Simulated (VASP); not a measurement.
Input of a VASP 6.6.1 run:

INCAR

```
  ALGO = Normal
  EDIFF = 1E-6
  ENCUT = 520
  GGA = PS
  ISIF = 2
  ISMEAR = -1
  LASPH = True
  LCHARG = True
  LELF = True
  LREAL = False
  LVHAR = True
  LWAVE = False
  NBANDS = 38
  NELM = 80
  PREC = Accurate
  SIGMA = 0.1
```

KPOINTS

```
k-points
0
Gamma
  10 10 3
```

File POSCAR:

```
Rh
1.0
    2.7387714775      0.0000000000      0.0000000000
   -1.3693857388      2.3718456733      0.0000000000
    0.0000000000      0.0000000000      8.9517792105
Rh
4
Direct
    0.0000000000      0.0000000000      0.0000000000
    0.3333333333      0.6666666667      0.2500000000
    0.0000000000      0.0000000000      0.5000000000
    0.6666666667      0.3333333333      0.7500000000
```

Potentials or basis: VASP PAW PBE potentials, release 64 (Rh_pv).

The run is started by

```bash
$ cat potpaw_PBE.64/Rh_pv/POTCAR > POTCAR
$ mpirun -np 1 vasp_std > vasp.out
```

**Question.** Predict the band gap on the k mesh.

**Answer.** Zero (band 30 reaches 11.53 eV, above the bottom of band 31 at 9.84 eV).

**Question.** Estimate the pressure.

**Answer.** -17.4 GPa.

Stress tensor (GPa, compression positive):
```
-17.46   0.00   0.00
  0.00 -17.46   0.00
  0.00   0.00 -17.34
```

Caveat: the PAW data sets were made with another functional, which shifts forces and pressure a little.
